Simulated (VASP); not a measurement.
# AlCo in VASP: a series of runs, part 2 of 3

VASP 6.6.1. The steps go on from the part before.

## (3) Single point, PBE, collinear spin, ferrimagnetic start

This run uses another cell than the first one, of 11.60 Å³/atom, 0.943 times its volume.

INCAR reads:

```
PREC = Accurate ; ENCUT = 600
EDIFF = 1E-6 ; ISMEAR = -1
SIGMA = 0.1 ; LREAL = F
LASPH = T ; NELM = 200
ALGO = Normal ; ISIF = 2
LWAVE = F ; LCHARG = F
ISPIN = 2 ; MAGMOM = -0.01 0.16
LORBIT = 11 ; LMAXMIX = 4
GGA = PE ; NBANDS = 17
GGA_COMPAT = F
```

KPOINTS reads:

```
regular mesh
0
Gamma
  14 14 14
```

POSCAR reads:

```
AlCo
1.0
    2.8519024094      0.0000000000      0.0000000000
    0.0000000000      2.8519024094      0.0000000000
    0.0000000000      0.0000000000      2.8519024094
Al Co
1 1
Direct
    0.0000000000      0.0000000000      0.0000000000
    0.5000000000      0.5000000000      0.5000000000
```

Potentials or basis: VASP PAW PBE potentials, release 64 (Al, Co).

Run with:

```
> cat potpaw_PBE.64/Al/POTCAR potpaw_PBE.64/Co/POTCAR > POTCAR
> mpirun -np 1 vasp_std > vasp.out
```

OUTCAR:

```text
PREC = Accurate
   ENCUT = 600
   EDIFF = 1E-6
   ISMEAR = -1
   LREAL = F
   LASPH = T
   NELM = 200
   ISIF = 2
   ISPIN = 2
   LORBIT = 11
   GGA = PE

 ion  position               nearest neighbor table
   1  0.000  0.000  0.000-   2 2.47   2 2.47   2 2.47   2 2.47   2 2.47   2 2.47   2 2.47   2 2.47

   2  0.500  0.500  0.500-   1 2.47   1 2.47   1 2.47   1 2.47   1 2.47   1 2.47   1 2.47   1 2.47

  LATTYP: Found a simple cubic cell.
 ALAT       =     2.8519024094

  Lattice vectors:

 A1 = (   2.8519024094,   0.0000000000,   0.0000000000)
 A2 = (   0.0000000000,   2.8519024094,   0.0000000000)
 A3 = (   0.0000000000,   0.0000000000,   2.8519024094)

Analysis of symmetry for initial positions (statically):
=====================================================================
 Subroutine PRICEL returns:
 Original cell was already a primitive cell.

 Routine SETGRP: Setting up the symmetry group for a
 simple cubic supercell.

 Subroutine GETGRP returns: Found 48 space group operations
 (whereof 48 operations were pure point group operations)
 out of a pool of 48 trial point group operations.

The static configuration has the point symmetry O_h .

Analysis of symmetry for dynamics (positions and initial velocities):
=====================================================================
 Subroutine PRICEL returns:
 Original cell was already a primitive cell.

 Routine SETGRP: Setting up the symmetry group for a
 simple cubic supercell.

 Subroutine GETGRP returns: Found 48 space group operations
 (whereof 48 operations were pure point group operations)
 out of a pool of 48 trial point group operations.

The dynamic configuration has the point symmetry O_h .

Analysis of structural, dynamic, and magnetic symmetry:
=====================================================================
 Subroutine PRICEL returns:
 Original cell was already a primitive cell.

 Routine SETGRP: Setting up the symmetry group for a
 simple cubic supercell.

 Subroutine GETGRP returns: Found 48 space group operations
 (whereof 48 operations were pure point group operations)
 out of a pool of 48 trial point group operations.

The overall configuration has the point symmetry O_h .

 Subroutine INISYM returns: Found 48 space group operations
 (whereof 48 operations are pure point group operations),
 and found     1 'primitive' translations

----------------------------------------------------------------------------------------

                                     Primitive cell

  volume of cell :      23.1955

  direct lattice vectors                    reciprocal lattice vectors
     2.851902409  0.000000000  0.000000000     0.350643134  0.000000000  0.000000000
     0.000000000  2.851902409  0.000000000     0.000000000  0.350643134  0.000000000
     0.000000000  0.000000000  2.851902409     0.000000000  0.000000000  0.350643134

  length of vectors
     2.851902409  2.851902409  2.851902409     0.350643134  0.350643134  0.350643134

  position of ions in fractional coordinates (direct lattice)
[... 63 lines left out ...]
   total plane-waves  NPLWV =  13824
   dimension x,y,z NGX =    24 NGY =   24 NGZ =   24
   dimension x,y,z NGXF=    48 NGYF=   48 NGZF=   48
   ions per type =               1   1
   NGX,Y,Z   is equivalent  to a cutoff of  13.99, 13.99, 13.99 a.u.
   NGXF,Y,Z  is equivalent  to a cutoff of  27.98, 27.98, 27.98 a.u.
 SYSTEM =  unknown system
   PREC   = accura    normal or accurate (medium, high low for compatibility)
   ISTART =      0    job   : 0-new  1-cont  2-samecut
   ICHARG =      2    charge: 1-file 2-atom 10-const
   ISPIN  =      2    spin polarized calculation?
   LNONCOLLINEAR =      F non collinear calculations
   LSORBIT =      F    spin-orbit coupling
   LASPH  =      T    aspherical Exc in radial PAW
   ENCUT  =  600.0 eV  44.10 Ry    6.64 a.u.   5.70  5.70  5.70*2*pi/ulx,y,z
   NELM   =    200;   NELMIN=  2; NELMDL= -5     # of ELM steps
   EDIFF  = 0.1E-05   stopping-criterion for ELM
   LREAL  =      F    real-space projection
   EDIFFG = 0.1E-04   stopping-criterion for IOM
   NSW    =      0    number of steps for IOM
   IBRION =     -1    ionic relax: 0-MD 1-quasi-New 2-CG
   NFREE  =      0    steps in history (QN), initial steepest desc. (CG)
   ISIF   =      2    stress and relaxation
   ISYM   =      2    0-nonsym 1-usesym 2-fastsym
   POTIM  = 0.5000    time-step for ionic-motion
   TEBEG  =    0.0;   TEEND  =   0.0 temperature during run
   PSTRESS=    0.0 pullay stress
   NELECT =      12.0000    total number of electrons
   NUPDOWN=      -1.0000    fix difference up-down
   EMIN   =  10.00;   EMAX   =-10.00  energy-range for DOS
   EFERMI =   0.00;   METHOD = LEGACY
   ISMEAR =    -1;   SIGMA  =   0.10  broadening in eV -4-tet -1-fermi 0-gaus
   EFERMI_NEDOS =   21; number of points for ismear=-14 and -15
   IALGO  =     38    algorithm
   IMIX   =      4    mixing-type and parameters
     AMIX     =   0.40;   BMIX     =  1.00
     AMIX_MAG =   1.60;   BMIX_MAG =  1.00
  volume/ion in A,a.u.               =      11.60        78.27
  Fermi-wavevector in a.u.,A,eV,Ry     =   1.314218  2.483511 23.499543  1.727168
  Thomas-Fermi vector in A             =   2.444486
   LORBIT       =     11    0 simple, 1 ext, 2 COOP (PROOUT), +10 PAW based schemes
   GGA     = PE    functional components
   LHFCALC =     F    Hartree Fock is set to
   AEXX    =    0.0000 exact exchange contribution
   IVDW    =     0    specifies the selected vdW correction
   LEPSILON=     F    determine dielectric tensor
   LRPA    =     F    only Hartree local field effects (RPA)
 spin polarized calculation
  energy-cutoff  :      600.00
  volume of cell :       23.20
 maximum number of plane-waves:       804
 NGX is ok and might be reduce to    24

 number of electron      11.9999996 magnetization      -0.0003601

 number of electron      11.9999996 magnetization       0.0000201

 Free energy of the ion-electron system (eV)
  ---------------------------------------------------
  ext. energy  EPLUGINS =         0.00000000
  ---------------------------------------------------
  free energy    TOTEN  =       -12.00289866 eV

  energy without entropy =      -11.97387106  energy(sigma->0) =      -11.98838486

 E-fermi :  10.4994     XC(G=0): -12.2554

 val. band max:       10.4766528931   @ k =   0.4286   0.4286   0.0000
 cond. band min:      10.5195995632   @ k =   0.4286   0.4286   0.0714
 fundamental gap:      0.0429466701
 Fermi energy:        10.4993649465

 spin component 1

 k-point     1 :       0.0000    0.0000    0.0000
  band No.  band energies     occupation
      1      -0.5131      1.00000
      2       7.5972      1.00000
      3       7.5972      1.00000
      4       9.7062      0.99964
      5       9.7062      0.99964
      6       9.7062      0.99964
[... 459 lines left out ...]
      6       9.4669      0.99997
[... 9 lines left out ...]
     16      31.7765      0.00000
     17      33.8540      0.00000

 [... further k-points ...]

 spin component 2

 k-point     1 :       0.0000    0.0000    0.0000
  band No.  band energies     occupation
      1      -0.5131      1.00000
      2       7.5973      1.00000
      3       7.5973      1.00000
      4       9.7064      0.99964
      5       9.7064      0.99964
      6       9.7064      0.99964
[... 459 lines left out ...]
      6       9.4670      0.99997
[... 9 lines left out ...]
     16      31.7765      0.00000
     17      33.8540      0.00000

 [... further k-points ...]
[... 5 lines left out ...]
  --------------------------------------------------------------------------------------
  -------------------------------------------------------------------------------------
  Total        0.0184253      0.0184253      0.0184253     -0.0000000      0.0000000      0.0000000
  in kB        1.2726846      1.2726846      1.2726846     -0.0000000      0.0000000      0.0000000
  external PRESSURE =       1.2726846 kB  Pullay stress =       0.0000000 kB

 VOLUME and BASIS-vectors are now :
 -----------------------------------------------------------------------------
  energy-cutoff  :      600.00
  volume of cell :       23.20
      direct lattice vectors                 reciprocal lattice vectors
     2.851902409  0.000000000  0.000000000     0.350643134  0.000000000  0.000000000
     0.000000000  2.851902409  0.000000000     0.000000000  0.350643134  0.000000000
     0.000000000  0.000000000  2.851902409     0.000000000  0.000000000  0.350643134

 POSITION                                       TOTAL-FORCE (eV/Angst)
 -----------------------------------------------------------------------------------
      0.00000      0.00000      0.00000         0.000000      0.000000      0.000000
      1.42595      1.42595      1.42595         0.000000      0.000000      0.000000
 -----------------------------------------------------------------------------------
    total drift:                                0.000000     -0.000000     -0.000000

  FREE ENERGIE OF THE ION-ELECTRON SYSTEM (eV)
  ---------------------------------------------------
  free  energy   TOTEN  =       -12.0028986560 eV

  energy  without entropy=      -11.9738710648  energy(sigma->0) =      -11.98838486

 total charge

# of ion       s       p       d       tot
------------------------------------------
    1        0.394   0.428   0.000   0.822
    2        0.434   0.505   7.506   8.445
--------------------------------------------------
tot          0.828   0.933   7.506   9.267

 magnetization (x)

# of ion       s       p       d       tot
------------------------------------------
    1       -0.000  -0.000   0.000  -0.000
    2       -0.000  -0.000   0.000   0.000
--------------------------------------------------
tot         -0.000  -0.000   0.000   0.000
```

OSZICAR:

```text
N       E                     dE             d eps       ncg     rms          rms(c)
DAV:   1     0.413966933300E+02    0.41397E+02   -0.51769E+03  8216   0.789E+02
DAV:   2    -0.112760868900E+02   -0.52673E+02   -0.46831E+02  9267   0.162E+02
DAV:   3    -0.136284183616E+02   -0.23523E+01   -0.23196E+01  9902   0.357E+01
DAV:   4    -0.136621490995E+02   -0.33731E-01   -0.33708E-01  9867   0.377E+00
DAV:   5    -0.136631308614E+02   -0.98176E-03   -0.98170E-03 10082   0.701E-01    0.125E+01
DAV:   6    -0.164460287402E+02   -0.27829E+01   -0.54076E+01  9186   0.749E+01    0.176E+01
DAV:   7    -0.120334150288E+02    0.44126E+01   -0.26681E+01  9469   0.479E+01    0.183E+00
DAV:   8    -0.120169279166E+02    0.16487E-01   -0.10098E-01  9522   0.188E+00    0.114E+00
DAV:   9    -0.120030886816E+02    0.13839E-01   -0.28464E-02 10553   0.157E+00    0.272E-01
DAV:  10    -0.120029249363E+02    0.16375E-03   -0.70760E-04 11453   0.252E-01    0.152E-01
DAV:  11    -0.120029069447E+02    0.17992E-04   -0.26603E-05 11516   0.457E-02    0.986E-02
DAV:  12    -0.120028988669E+02    0.80779E-05   -0.59057E-06 10013   0.230E-02    0.828E-03
DAV:  13    -0.120028986560E+02    0.21088E-06   -0.64394E-07  5091   0.864E-03
   1 F= -.12002899E+02 E0= -.11988385E+02  d E =-.290276E-01  mag=     0.0000
```

It took 2 min on 1 thread of Intel Xeon 8259CL, shared host; peak memory 0.21 GiB.

Results:

* Free energy: -12.0029 eV
* Pressure: 0.1 GPa
* Band gap on the k mesh: zero (filled and empty bands overlap)
* Net moment: 0.00 μB per cell
* Valence electrons inside the program's atomic spheres: Al 0.82; Co 8.45

## (4) Single point, PBE

This run uses another cell than the first one: it holds 6 atoms, not 2.

INCAR reads:

```
SYSTEM = AlCo
ALGO = Fast
EDIFF = 1E-7
ENCUT = 520
GGA = PE
ISIF = 2
ISMEAR = 0
LASPH = .True.
LCHARG = .False.
LREAL = .False.
LWAVE = .False.
NBANDS = 27
NELM = 80
PREC = Accurate
SIGMA = 0.15
```

KPOINTS reads:

```
k-points
0
Gamma
  21 21 7
  0 0 0
```

POSCAR reads:

```
AlCo
1.0
    0.0000000000     -2.8519024102      0.0000000000
    0.0000000000      0.0000000000     -2.8519024102
    8.5557072306      0.0000000000      0.0000000000
Al Co
3 3
Direct
    1.0000000000      1.0000000000      0.3333333333
    1.0000000000      1.0000000000      0.6666666667
    1.0000000000      1.0000000000      0.0000000000
    0.5000000000      0.5000000000      0.1666666667
    0.5000000000      0.5000000000      0.5000000000
    0.5000000000      0.5000000000      0.8333333333
```

Run with:

```
> cat potpaw_PBE.64/Al/POTCAR potpaw_PBE.64/Co/POTCAR > POTCAR
> mpirun -np 1 vasp_std > vasp.out
```

Wall time 7.3 min (1 thread of AMD EPYC 7R13 (Zen 3), shared host); peak memory 0.47 GiB.

Results (log left out):

| Property | Result |
| --- | --- |
| Free energy | -35.9793 eV |
| Pressure | -0.1 GPa |
| Band gap on the k mesh | zero (band 18 reaches 11.40 eV, above the bottom of band 19 at 10.33 eV) |

Levels at points of the mesh, in eV from the Fermi level:
```csv
k point,band 16,band 17,band 18,band 19,band 20,band 21
"(0.00, 0.00, 0.00)",-0.83,-0.75,-0.75,0.63,0.63,5.97
```

## (5) Single point, PBE (biaxial strain in the a-b plane: +3.0 %)

INCAR reads:

```
  PREC = Accurate
  ENCUT = 520
  EDIFF = 1E-6
  ISMEAR = 0
  SIGMA = 0.1
  LREAL = False
  LASPH = True
  NELM = 100
  ALGO = Fast
  ISIF = 2
  LWAVE = False
  LCHARG = True
  GGA = PE
  LELF = True
  LVHAR = True
  NBANDS = 13
```

KPOINTS reads:

```
regular mesh
0
Gamma
  18 18 18
```

POSCAR reads:

```
AlCo
1.0
    2.9374594870      0.0000000000      0.0000000000
    0.0000000000      2.9374594870      0.0000000000
    0.0000000000      0.0000000000      2.8005681711
Al Co
1 1
Direct
    0.0000000000      0.0000000000      0.0000000000
    0.5000000000      0.5000000000      0.5000000000
```

Run with:

```
> cat potpaw_PBE.64/Al/POTCAR potpaw_PBE.64/Co/POTCAR > POTCAR
> mpirun -np 1 vasp_std > vasp.out
```

It took 59 s on 1 thread of Intel Xeon 6975P-C (Granite Rapids), shared host; peak memory 0.29 GiB.

It converged, with:

```yaml
Free_energy: -11.9499 eV
Pressure: -6.7 GPa
Band_gap_on_the_k_mesh: zero (band 6 reaches 12.35 eV, above the bottom of band 7 at 9.68 eV)
```

Stress tensor (GPa, compression positive):
```
-9.49  0.00  0.00
 0.00 -9.49  0.00
 0.00  0.00 -1.16
```

Levels at points of the mesh, in eV from the Fermi level:
```csv
k point,band 4,band 5,band 6,band 7,band 8,band 9
"(0.00, 0.00, 0.00)",-0.87,-0.68,-0.68,5.24,5.24,6.95
"(0.50, 0.00, 0.00)",-1.70,-1.36,-0.59,0.06,8.31,9.84
"(0.50, 0.50, 0.00)",-2.75,-1.20,-1.20,-0.29,2.05,2.96
"(0.00, 0.00, 0.50)",-1.67,-1.67,-0.73,0.48,8.40,10.00
"(0.50, 0.00, 0.50)",-2.29,-1.46,-1.43,-0.15,2.51,3.38
"(0.50, 0.50, 0.50)",-0.24,-0.06,2.39,2.39,2.55,3.77
```

Caveat: the cell differs from its parent crystal (biaxial strain in the a-b plane: +3.0 %).

[end of part 2 of 3]
